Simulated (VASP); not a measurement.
# HgSe (F-43m) in VASP: further runs

HgSe is run at these levels: PBE; tasks: electric field gradients.

Everything below comes from runs of VASP 6.6.1. Logs are shortened: lines on timing, memory, paths and dates and some standing lists are left out, and cuts for length are marked.

### 1 The cell of the first run

It takes space group F-43m (No. 216, cubic). Conventional cell: a = 5.990 Å, b = 5.990 Å, c = 5.990 Å, α = 90.00°, β = 90.00°, γ = 90.00°. Hg (site symmetry -43m) has 4 Se at 2.59 Å within 3.4 Å. Se (site symmetry -43m) has 4 Hg at 2.59 Å within 3.4 Å.

### 2 Electric field gradients, PBE (volume scaled by 0.96)

Contents of INCAR:

```
PREC = Accurate ; ENCUT = 400
EDIFF = 1E-8 ; ISMEAR = -1
SIGMA = 0.02 ; LREAL = False
LASPH = True ; NELM = 120
ALGO = Normal ; ISIF = 2
LWAVE = False ; LCHARG = False
GGA = PE ; LEFG = True
NBANDS = 16 ; GGA_COMPAT = False
```

Contents of KPOINTS:

```
regular mesh
0
Gamma
  9 9 9
```

Contents of POSCAR:

```
HgSe
1.0
    0.0000000000      2.9949679431      2.9949679431
    2.9949679431      0.0000000000      2.9949679431
    2.9949679431      2.9949679431      0.0000000000
Hg Se
1 1
Direct
    0.0000000000      0.0000000000      0.0000000000
    0.7500000000      0.7500000000      0.7500000000
```

Potentials or basis: VASP PAW PBE potentials, release 64 (Hg, Se).

Started as:

```sh
$ cat potpaw_PBE.64/Hg/POTCAR potpaw_PBE.64/Se/POTCAR > POTCAR
$ mpirun -np 1 vasp_std > vasp.out
```

OUTCAR:

```text
PREC = Accurate
   ENCUT = 400
   EDIFF = 1E-8
   ISMEAR = -1
   LREAL = False
   LASPH = True
   NELM = 120
   ISIF = 2
   GGA = PE

 ion  position               nearest neighbor table
   1  0.000  0.000  0.000-   2 2.59   2 2.59   2 2.59   2 2.59
   2  0.750  0.750  0.750-   1 2.59   1 2.59   1 2.59   1 2.59

  LATTYP: Found a face centered cubic cell.
 ALAT       =     5.9899358862

  Lattice vectors:

 A1 = (   0.0000000000,   2.9949679431,   2.9949679431)
 A2 = (   2.9949679431,   0.0000000000,   2.9949679431)
 A3 = (   2.9949679431,   2.9949679431,   0.0000000000)

Analysis of symmetry for initial positions (statically):
=====================================================================
 Subroutine PRICEL returns:
 Original cell was already a primitive cell.

 Routine SETGRP: Setting up the symmetry group for a
 face centered cubic supercell.

 Subroutine GETGRP returns: Found 24 space group operations
 (whereof 24 operations were pure point group operations)
 out of a pool of 48 trial point group operations.

The static configuration has the point symmetry T_d .

Analysis of symmetry for dynamics (positions and initial velocities):
=====================================================================
 Subroutine PRICEL returns:
 Original cell was already a primitive cell.

 Routine SETGRP: Setting up the symmetry group for a
 face centered cubic supercell.

 Subroutine GETGRP returns: Found 24 space group operations
 (whereof 24 operations were pure point group operations)
 out of a pool of 48 trial point group operations.

The dynamic configuration has the point symmetry T_d .

 Subroutine INISYM returns: Found 24 space group operations
 (whereof 24 operations are pure point group operations),
 and found     1 'primitive' translations

----------------------------------------------------------------------------------------

                                     Primitive cell

  volume of cell :      53.7287

  direct lattice vectors                    reciprocal lattice vectors
     0.000000000  2.994967943  2.994967943    -0.166946695  0.166946695  0.166946695
     2.994967943  0.000000000  2.994967943     0.166946695 -0.166946695  0.166946695
     2.994967943  2.994967943  0.000000000     0.166946695  0.166946695 -0.166946695

  length of vectors
[... 113 lines left out ...]
 non-spin polarized calculation
  energy-cutoff  :      400.00
  volume of cell :       53.73
 maximum number of plane-waves:       986
   NGX = 13   NGY = 13   NGZ = 13

 number of electron      17.9999993 magnetization

 Free energy of the ion-electron system (eV)
  ---------------------------------------------------
  ext. energy  EPLUGINS =         0.00000000
  ---------------------------------------------------
  free energy    TOTEN  =        -3.90981122 eV

  energy without entropy =       -3.90970326  energy(sigma->0) =       -3.90975724

 E-fermi :   2.2241     XC(G=0):  -9.2656

 val. band max:        2.2100560999   @ k =   0.0000   0.0000   0.0000
 cond. band min:       2.7794985566   @ k =   0.1111   0.0000   0.0000
 fundamental gap:      0.5694424567
 Fermi energy:         2.2241329072

 k-point     1 :       0.0000    0.0000    0.0000
  band No.  band energies     occupation
      1     -11.6034      2.00000
      2      -5.2579      2.00000
      3      -5.2579      2.00000
      4      -5.2579      2.00000
      5      -4.4316      2.00000
      6      -4.4316      2.00000
[... 433 lines left out ...]
      3      -4.7162      2.00000
      4      -4.7162      2.00000
      5      -4.3081      2.00000
      6      -4.1367      2.00000
[... 8 lines left out ...]
     15      13.9149      0.00000
     16      15.7852      0.00000

 [... further k-points ...]
[... 5 lines left out ...]
  --------------------------------------------------------------------------------------
  -------------------------------------------------------------------------------------
  Total        2.7544260      2.7544260      2.7544260      0.0000000      0.0000000     -0.0000000
  in kB       82.1363036     82.1363036     82.1363036      0.0000000      0.0000000     -0.0000000
  external PRESSURE =      82.1363036 kB  Pullay stress =       0.0000000 kB

 VOLUME and BASIS-vectors are now :
 -----------------------------------------------------------------------------
  energy-cutoff  :      400.00
  volume of cell :       53.73
      direct lattice vectors                 reciprocal lattice vectors
     0.000000000  2.994967943  2.994967943    -0.166946695  0.166946695  0.166946695
     2.994967943  0.000000000  2.994967943     0.166946695 -0.166946695  0.166946695
     2.994967943  2.994967943  0.000000000     0.166946695  0.166946695 -0.166946695

 POSITION                                       TOTAL-FORCE (eV/Angst)
 -----------------------------------------------------------------------------------
      0.00000      0.00000      0.00000        -0.000000     -0.000000     -0.000000
      4.49245      4.49245      4.49245         0.000000      0.000000      0.000000
 -----------------------------------------------------------------------------------
    total drift:                                0.000000      0.000000      0.000000

  FREE ENERGIE OF THE ION-ELECTRON SYSTEM (eV)
  ---------------------------------------------------
  free  energy   TOTEN  =        -3.9098112245 eV

  energy  without entropy=       -3.9097032649  energy(sigma->0) =       -3.90975724

 Electric field gradients (V/A^2)
---------------------------------------------------------------------
 ion       V_xx      V_yy      V_zz      V_xy      V_xz      V_yz
---------------------------------------------------------------------
   1       0.000    -0.000    -0.000    -0.000    -0.000    -0.000
   2      -0.000    -0.000    -0.000    -0.000    -0.000    -0.000
---------------------------------------------------------------------

 Electric field gradients after diagonalization (V/A^2)
 (convention: |V_zz| > |V_xx| > |V_yy|)
----------------------------------------------------------------------
 ion       V_xx      V_yy      V_zz     asymmetry (V_yy - V_xx)/ V_zz
----------------------------------------------------------------------
   1       0.000     0.000    -0.001       0.000
   2       0.000     0.000    -0.000       0.000
----------------------------------------------------------------------

           NMR quadrupolar parameters

 Cq : quadrupolar parameter    Cq=e*Q*V_zz/h
 eta: asymmetry parameters     (V_yy - V_xx)/ V_zz
 Q  : nuclear electric quadrupole moment in mb (millibarn)
----------------------------------------------------------------------
 ion       Cq(MHz)       eta       Q (mb)
----------------------------------------------------------------------
   1      -0.000       0.000       1.000
   2      -0.000       0.000       1.000
----------------------------------------------------------------------
```

stdout:

```text
POSCAR found type information on POSCAR HgSe
 POSCAR found :  2 types and       2 ions
 scaLAPACK will be used
 LDA part: xc-table for (Slater+PW92), standard interpolation
 POSCAR, INCAR and KPOINTS ok, starting setup
 FFT: planning ... GRIDC
 FFT: planning ... GRID_SOFT
 FFT: planning ... GRID
 WAVECAR not read
 entering main loop
ion   1

ion   2
```

It took 29 s on 1 thread of Intel Xeon 8259CL, shared host; peak memory 0.17 GiB.

What came out:

```yaml
Free_energy: -3.9098 eV
Pressure: 8.2 GPa
Band_gap_on_the_k_mesh: zero (filled and empty bands touch)
```

Levels at points of the mesh, in eV from the Fermi level:
| k point | band 6 | band 7 | band 8 | band 9 | band 10 | band 11 | band 12 | band 13 |
| --- | --- | --- | --- | --- | --- | --- | --- | --- |
| (0.00, 0.00, 0.00) | -6.66 | -0.89 | -0.01 | -0.01 | -0.01 | 5.41 | 5.41 | 5.41 |

Caveat: the cell differs from its parent crystal (volume scaled by 0.96); without QUAD_EFG the Cq values of the log hold for a quadrupole moment of 1 mb, not for the nuclei; spin-orbit coupling is left out, which moves the levels of the heavy elements.

### 3 Electric field gradients, PBE

This run uses another cell than the first one, of 27.98 Å³/atom, 1.042 times its volume.

Contents of INCAR:

```
SYSTEM = HgSe
PREC     = Accurate       ! precision mode
ENCUT    = 400            ! plane-wave cutoff, eV
EDIFF    = 1E-8           ! SCF threshold, eV
ISMEAR   = -1             ! smearing method
SIGMA    = 0.02           ! smearing width, eV
LREAL    = .False.        ! projectors in reciprocal space
LASPH    = .True.         ! aspherical terms in the spheres
NELM     = 120            ! most SCF steps
ALGO     = Normal         ! electronic algorithm
ISIF     = 2              ! what is computed and relaxed
LWAVE    = .False.        ! write WAVECAR
LCHARG   = .False.        ! write CHGCAR
GGA      = PE             ! functional
LEFG     = .True.       
NBANDS   = 16             ! bands
GGA_COMPAT= .False.
```

Contents of KPOINTS:

```
Automatic mesh
0
Gamma
  9 9 9
  0 0 0
```

Contents of POSCAR:

```
HgSe
1.0
    0.0000000000      3.0360000000      3.0360000000
    3.0360000000      0.0000000000      3.0360000000
    3.0360000000      3.0360000000      0.0000000000
Hg Se
1 1
Direct
    0.0000000000      0.0000000000      0.0000000000
    0.7500000000      0.7500000000      0.7500000000
```

Potentials or basis: VASP PAW PBE potentials, release 64 (Hg, Se).

Started as:

```sh
$ cat potpaw_PBE.64/Hg/POTCAR potpaw_PBE.64/Se/POTCAR > POTCAR
$ mpirun -np 1 vasp_std > vasp.out
```

OUTCAR:

```text
SYSTEM = HgSe
   PREC = Accurate
   ENCUT = 400
   EDIFF = 1E-8
   ISMEAR = -1
   LREAL = .False.
   LASPH = .True.
   NELM = 120
   ISIF = 2
   GGA = PE

 ion  position               nearest neighbor table
   1  0.000  0.000  0.000-   2 2.63   2 2.63   2 2.63   2 2.63
   2  0.750  0.750  0.750-   1 2.63   1 2.63   1 2.63   1 2.63

  LATTYP: Found a face centered cubic cell.
 ALAT       =     6.0720000000

  Lattice vectors:

 A1 = (   0.0000000000,   3.0360000000,   3.0360000000)
 A2 = (   3.0360000000,   0.0000000000,   3.0360000000)
 A3 = (   3.0360000000,   3.0360000000,   0.0000000000)

Analysis of symmetry for initial positions (statically):
=====================================================================
 Subroutine PRICEL returns:
 Original cell was already a primitive cell.

 Routine SETGRP: Setting up the symmetry group for a
 face centered cubic supercell.

 Subroutine GETGRP returns: Found 24 space group operations
 (whereof 24 operations were pure point group operations)
 out of a pool of 48 trial point group operations.

The static configuration has the point symmetry T_d .

Analysis of symmetry for dynamics (positions and initial velocities):
=====================================================================
 Subroutine PRICEL returns:
 Original cell was already a primitive cell.

 Routine SETGRP: Setting up the symmetry group for a
 face centered cubic supercell.

 Subroutine GETGRP returns: Found 24 space group operations
 (whereof 24 operations were pure point group operations)
 out of a pool of 48 trial point group operations.

The dynamic configuration has the point symmetry T_d .

 Subroutine INISYM returns: Found 24 space group operations
 (whereof 24 operations are pure point group operations),
[... 148 lines left out ...]
 Fermi energy:         1.8132276190

 k-point     1 :       0.0000    0.0000    0.0000
  band No.  band energies     occupation
      1     -11.7049      2.00000
      2      -5.4050      2.00000
      3      -5.4050      2.00000
      4      -5.4050      2.00000
      5      -4.6519      2.00000
      6      -4.6519      2.00000
[... 433 lines left out ...]
      3      -4.9114      2.00000
      4      -4.9114      2.00000
      5      -4.5411      2.00000
      6      -4.3769      2.00000
[... 8 lines left out ...]
     15      13.5078      0.00000
     16      15.2449      0.00000

 [... further k-points ...]
[... 5 lines left out ...]
  --------------------------------------------------------------------------------------
  -------------------------------------------------------------------------------------
  Total        1.8138275      1.8138275      1.8138275     -0.0000000     -0.0000000      0.0000000
  in kB       51.9243738     51.9243738     51.9243738     -0.0000000     -0.0000000      0.0000000
  external PRESSURE =      51.9243738 kB  Pullay stress =       0.0000000 kB

 VOLUME and BASIS-vectors are now :
 -----------------------------------------------------------------------------
  energy-cutoff  :      400.00
  volume of cell :       55.97
      direct lattice vectors                 reciprocal lattice vectors
     0.000000000  3.036000000  3.036000000    -0.164690382  0.164690382  0.164690382
     3.036000000  0.000000000  3.036000000     0.164690382 -0.164690382  0.164690382
     3.036000000  3.036000000  0.000000000     0.164690382  0.164690382 -0.164690382

 POSITION                                       TOTAL-FORCE (eV/Angst)
 -----------------------------------------------------------------------------------
      0.00000      0.00000      0.00000        -0.000000     -0.000000     -0.000000
      4.55400      4.55400      4.55400         0.000000      0.000000      0.000000
 -----------------------------------------------------------------------------------
    total drift:                                0.000000      0.000000      0.000000

  FREE ENERGIE OF THE ION-ELECTRON SYSTEM (eV)
  ---------------------------------------------------
  free  energy   TOTEN  =        -4.0037138102 eV

  energy  without entropy=       -4.0036037781  energy(sigma->0) =       -4.00365879

 Electric field gradients (V/A^2)
---------------------------------------------------------------------
 ion       V_xx      V_yy      V_zz      V_xy      V_xz      V_yz
---------------------------------------------------------------------
   1       0.000    -0.000     0.000    -0.001    -0.001    -0.001
   2       0.000     0.000     0.000     0.000     0.000     0.000
---------------------------------------------------------------------

 Electric field gradients after diagonalization (V/A^2)
 (convention: |V_zz| > |V_xx| > |V_yy|)
----------------------------------------------------------------------
 ion       V_xx      V_yy      V_zz     asymmetry (V_yy - V_xx)/ V_zz
----------------------------------------------------------------------
   1       0.001     0.001    -0.002       0.000
   2      -0.000    -0.000     0.000       0.000
----------------------------------------------------------------------

           NMR quadrupolar parameters

 Cq : quadrupolar parameter    Cq=e*Q*V_zz/h
 eta: asymmetry parameters     (V_yy - V_xx)/ V_zz
 Q  : nuclear electric quadrupole moment in mb (millibarn)
----------------------------------------------------------------------
 ion       Cq(MHz)       eta       Q (mb)
----------------------------------------------------------------------
   1      -0.000       0.000       1.000
   2       0.000       0.000       1.000
----------------------------------------------------------------------
```

stdout:

```text
POSCAR found type information on POSCAR HgSe
 POSCAR found :  2 types and       2 ions
 scaLAPACK will be used
 LDA part: xc-table for (Slater+PW92), standard interpolation
 POSCAR, INCAR and KPOINTS ok, starting setup
 FFT: planning ... GRIDC
 FFT: planning ... GRID_SOFT
 FFT: planning ... GRID
 WAVECAR not read
 entering main loop
ion   1

ion   2
```

Run time: 40 s. Hardware: 1 thread of Intel Xeon 8259CL, shared host; peak memory 0.17 GiB.

Results:

| Quantity | Value |
| --- | --- |
| Free energy | -4.0037 eV |
| Pressure | 5.2 GPa |
| Band gap on the k mesh | zero (filled and empty bands touch) |

Caveat: without QUAD_EFG the Cq values of the log hold for a quadrupole moment of 1 mb, not for the nuclei; spin-orbit coupling is left out, which moves the levels of the heavy elements.

(Part 1 of 2 ends here.)
